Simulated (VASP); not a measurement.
Runs of VASP 6.6.1 on KI. The structure is that of space group I4/mmm (No. 139), or close to it. The cells are those of the table. 

```tsv
cell	gap on the mesh (eV)	pressure (GPa)
a = 4.883, b = 4.883, c = 5.262 Å, angles 57.4, 57.4, 65.2°, 2 atoms	(a)	(c)
a = 4.856, b = 4.856, c = 5.415 Å, angles 56.1, 56.1, 67.8°, 2 atoms	4.18	3.5
a = 5.438, b = 5.438, c = 4.441 Å, angles 65.9, 65.9, 48.2°, 2 atoms	4.22	4.4
a = 5.297, b = 5.297, c = 4.567 Å, angles 64.5, 64.5, 51.1°, 2 atoms	4.38	(b)
```

Alike in all rows: task single point; level r2SCAN; potentials or basis VASP PAW PBE potentials, release 64 (K_sv, I); no spin polarisation; k mesh 6 × 6 × 6; cutoff (eV) 520; smearing gaussian 0.05 eV.

Q: Estimate the missing entries.

A: (a) 4.45; (b) 2.7; (c) 1.5.

Caveats: the PAW data sets were made with another functional, which shifts forces and pressure a little; spin-orbit coupling is left out, which moves the levels of the heavy elements; the cell stands under pressure (at least some runs).

A k mesh can miss the band edges, and the runs leave out spin-orbit coupling on I.
